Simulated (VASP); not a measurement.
Here is a VASP 6.6.1 calculation.

Contents of INCAR:

```
AGGAC = 1.0
AGGAX = 1.0
ALDAC = 0.0
ALDAX = 1.0
ALGO = Normal
EDIFF = 1E-6
ENCUT = 520
GGA = B5
ISIF = 2
ISMEAR = -1
ISPIN = 2
IVDW = 13
LASPH = True
LCHARG = True
LELF = True
LMAXMIX = 4
LORBIT = 11
LREAL = False
LVHAR = True
LWAVE = False
MAGMOM = 2 1
NBANDS = 22
NELM = 150
PREC = Accurate
SIGMA = 0.05
VDW_A1 = 0.44488865
VDW_A2 = 4.0933009
VDW_S6 = 1.0
VDW_S8 = 2.34076671
```

Contents of KPOINTS:

```
k-points
0
Gamma
  9 9 9
```

Contents of POSCAR:

```
TiCo
1.0
    2.9713693789      0.0000000000      0.0000000000
    0.0000000000      2.9713693789      0.0000000000
    0.0000000000      0.0000000000      2.9713693789
Co Ti
1 1
Direct
    0.5000000000      0.5000000000      0.5000000000
    0.0000000000      0.0000000000      0.0000000000
```

Potentials or basis: VASP PAW PBE potentials, release 64 (Co, Ti_sv).

Run with:

```bash
$ cat potpaw_PBE.64/Co/POTCAR potpaw_PBE.64/Ti_sv/POTCAR > POTCAR
$ mpirun -np 1 vasp_std > vasp.out
```

(1) What does it give for the site moments?

(2) What does it give for the pressure?

Answers

(1) Co +0.74; Ti -0.00 μB.

(2) -0.4 GPa.

Caveat: the PAW data sets were made with another functional, which shifts forces and pressure a little; pairwise dispersion overbinds metals, which lowers pressure and volume.
